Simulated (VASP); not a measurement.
Wanted: the native input for a VASP 6.6.1 run.

```yaml
Task: single point
Functional: LDA
Potentials_or_basis: VASP PAW LDA potentials, release 64 (Sb, Mn_pv)
Cutoff: 520 eV
k_mesh: 7 × 7 × 2
Occupations: fermi-dirac, width 0.1 eV
Spin: collinear spin
Starting_moments: "[0.0, 0.0, 0.0, 0.0, 0.0, 0.0, 4.5, 0.0] μB"
Dipole_correction: no
Further_INCAR_settings: ALGO = Normal; EDIFF = 1e-07; NBANDS = 50
```

The structure of MnSb lies in POSCAR:

```
MnSb
1.0
    4.1570010400      0.0000000000      0.0000000000
   -2.0785005200      3.6000685000      0.0000000000
    0.0000000000      0.0000000000     11.5300000000
Sb Mn
4 4
Direct
    0.3333333300      0.6666666700      0.1250000000
    0.3333333300      0.6666666700      0.6250000000
    0.6666666700      0.3333333300      0.3750000000
    0.6666666700      0.3333333300      0.8750000000
    0.0000000000      0.0000000000      0.0000000000
    0.0000000000      0.0000000000      0.5000000000
    0.0000000000      0.0000000000      0.2500000000
    0.0000000000      0.0000000000      0.7500000000
```

The input as run:

INCAR

```
SYSTEM = MnSb
  PREC = Accurate
  ENCUT = 520
  EDIFF = 1E-7
  ISMEAR = -1
  SIGMA = 0.1
  LREAL = .FALSE.
  LASPH = .TRUE.
  NELM = 150
  ALGO = Normal
  ISIF = 2
  LWAVE = .FALSE.
  LCHARG = .FALSE.
  ISPIN = 2
  MAGMOM = 0 0 0 0 0 0 4.5 0
  LORBIT = 11
  LMAXMIX = 4
  NBANDS = 50
```

KPOINTS

```
Automatic mesh
0
G
  7 7 2
  0 0 0
```

Potentials or basis: VASP PAW LDA potentials, release 64 (Sb, Mn_pv).

Launch:

```console
$ cat potpaw_LDA.64/Sb/POTCAR potpaw_LDA.64/Mn_pv/POTCAR > POTCAR
$ mpirun -np 1 vasp_std > vasp.out
```

It gave:

| Quantity | Value |
| --- | --- |
| Pressure | -19.5 GPa |
| Largest force | 0.798 eV/Å |
| Net moment | 3.13 μB per cell |
| Site moments | Sb -0.06, -0.01 (each value once); Mn +0.04, +3.11, +0.02 (each value once) μB |
| Valence electrons inside the program's atomic spheres | Sb 2.42, 2.40 (each value once); Mn 11.60, 11.54, 11.59 (each value once) |

Caveat: the cell stands under tension.

Run time: 11 min on 1 thread of Intel Xeon 8259CL (shared host), peak memory 0.37 GiB.
